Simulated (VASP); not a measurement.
Write the native input for VASP 6.6.1 that does the following.

```
Task                   : single point
Functional             : PBE
Potentials or basis    : VASP PAW PBE potentials, release 64 (Sb)
Cutoff                 : 520 eV
k mesh                 : 39 × 39 × 39
Occupations            : fermi-dirac, width 0.0612256 eV
Spin                   : no spin polarisation
Dipole correction      : no
Further INCAR settings : ALGO = Normal; EDIFF = 1e-06; NBANDS = 8
```

The structure of Sb lies in POSCAR:

```
Sb
1.0
    0.0000000000      2.3631409867      2.3631409867
    2.3631409867      0.0000000000      2.3631409867
    2.3631409867      2.3631409867      0.0000000000
Sb
1
Direct
    0.0000000000      0.0000000000      0.0000000000
```

This isn't the form of Sb at room conditions, which is rhombohedral.

The input as run:

INCAR

```
SYSTEM = Sb
  PREC = Accurate
  ENCUT = 520
  EDIFF = 1E-6
  ISMEAR = -1
  SIGMA = 0.06122561905347299
  LREAL = .False.
  LASPH = .True.
  NELM = 100
  ALGO = Normal
  ISIF = 2
  LWAVE = .False.
  LCHARG = .False.
  GGA = PE
  NBANDS = 8
```

KPOINTS

```
Automatic mesh
0
Gamma
  39 39 39
  0 0 0
```

Potentials or basis: VASP PAW PBE potentials, release 64 (Sb).

Command:

```sh
$ cat potpaw_PBE.64/Sb/POTCAR > POTCAR
$ mpirun -np 1 vasp_std > vasp.out
```

Results of the run:

```yaml
Pressure: 2.5 GPa
Band_gap_on_the_k_mesh: zero (an odd number of electrons rules out a gap without spin polarisation)
```

Caveat: spin-orbit coupling is left out, which moves the levels of the heavy elements; an odd number of electrons without spin polarisation forces a metal; a magnetic or distorted state may lie lower.

It took 100 s on 1 thread of Intel(R) Xeon(R) 6975P-C (Granite Rapids), on a shared host, peak memory 0.43 GiB.
